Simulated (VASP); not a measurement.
The system is AgB.

```
CELL_PARAMETERS angstrom
2.64441 0.00000 0.00000
-1.32220 2.29013 0.00000
0.00000 0.00000 4.07951
ATOMIC_POSITIONS crystal
Ag 0.33333 0.66667 0.50000
B 0.00000 0.00000 0.00000
```

* Program: VASP 6.6.1
* Task: relaxation of cell and atoms
* Functional: PBE
* Potentials or basis: VASP PAW PBE potentials, release 64 (Ag, B)
* Cutoff: 600 eV
* k mesh: 6 × 6 × 4
* Occupations: gaussian, width 0.1 eV
* Spin: no spin polarisation

At the start: pressure 5.2 GPa; volume 12.35 Å³/atom.

Problem. How do energy, volume and symmetry change on relaxing?

Solution. Over 7 steps the energy falls by 191.6 meV/atom and the volume is 12.43 Å³/atom (+0.6 %); space group P-6m2 (No. 187, to 0.05 Å).

Step by step:
```csv
step,energy change (eV),largest force (eV/Å),pressure (GPa),volume (Å³)
1,0.0000,0.0000,5.18,24.71
2,-0.2911,0.0000,-4.97,26.02
3,-0.3225,0.0000,-7.32,26.50
4,-0.3791,0.0000,2.88,24.39
5,-0.3820,0.0000,1.01,24.72
6,-0.3821,0.0000,0.65,24.79
7,-0.3833,0.0000,0.17,24.87
```

Final structure:
```cif
data_structure
_symmetry_space_group_name_H-M 'P 1'
_symmetry_Int_Tables_number 1
_cell_length_a 2.8664
_cell_length_b 2.8664
_cell_length_c 3.4948
_cell_angle_alpha 90.000
_cell_angle_beta 90.000
_cell_angle_gamma 120.000
_cell_volume 24.87
loop_
_atom_site_label
_atom_site_type_symbol
_atom_site_fract_x
_atom_site_fract_y
_atom_site_fract_z
_atom_site_occupancy
Ag1 Ag 0.33333 0.66667 0.50000 1
B1 B 0.00000 0.00000 0.00000 1
```

Caveat: the k points lie up to 0.45 Å⁻¹ apart in the final cell.
